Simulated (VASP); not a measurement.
A run of VASP 6.6.1 is set up as follows.

Contents of INCAR:

```
PREC = Accurate
ENCUT = 600
EDIFF = 1E-6
ISMEAR = -1
SIGMA = 0.08
LREAL = F
LASPH = T
NELM = 80
ALGO = Normal
ISIF = 3
LWAVE = F
LCHARG = F
GGA = PS
IBRION = 2
NSW = 60
EDIFFG = -0.005
PSTRESS = 130.0
```

Contents of KPOINTS:

```
Automatic mesh
0
Gamma
  21 21 19
```

File POSCAR:

```
Be
1.0
    2.0839731038      0.0000000000      0.0000000000
   -1.0419865519      1.8047736487      0.0000000000
    0.0000000000      0.0000000000      1.9589347176
Be
1
Direct
    0.0000000000      0.0000000000      0.0000000000
```

Potentials or basis: VASP PAW PBE potentials, release 64 (Be).

The run is started by

```bash
$ cat potpaw_PBE.64/Be/POTCAR > POTCAR
$ mpirun -np 1 vasp_std > vasp.out
```

Predict the relaxed cell.

a = 2.074 Å, b = 2.074 Å, c = 2.252 Å, α = 90.00°, β = 90.00°, γ = 120.00°.

Predict the space group after relaxing (to 0.1 Å).

P6/mmm (No. 191).

Step by step:
| step | energy change (eV) | largest force (eV/Å) | pressure (GPa) | volume (Å³) |
| --- | --- | --- | --- | --- |
| 1 | 0.0000 | 0.0000 | 26.72 | 7.37 |
| 2 | -0.2046 | 0.0000 | 17.56 | 8.03 |
| 3 | -0.2302 | 0.0000 | 15.91 | 8.26 |
| 4 | -0.2275 | 0.0000 | 16.11 | 8.22 |
| 5 | -0.2262 | 0.0000 | 16.21 | 8.21 |
| 6 | -0.2452 | 0.0000 | 12.21 | 8.42 |
| 7 | -0.2410 | 0.0000 | 13.18 | 8.36 |
| 8 | -0.2424 | 0.0000 | 13.06 | 8.38 |
| 9 | -0.2429 | 0.0000 | 13.01 | 8.39 |

Caveat: the cell is relaxed towards a set pressure, so the run minimises the enthalpy, not the energy; the PAW data sets were made with another functional, which shifts forces and pressure a little.
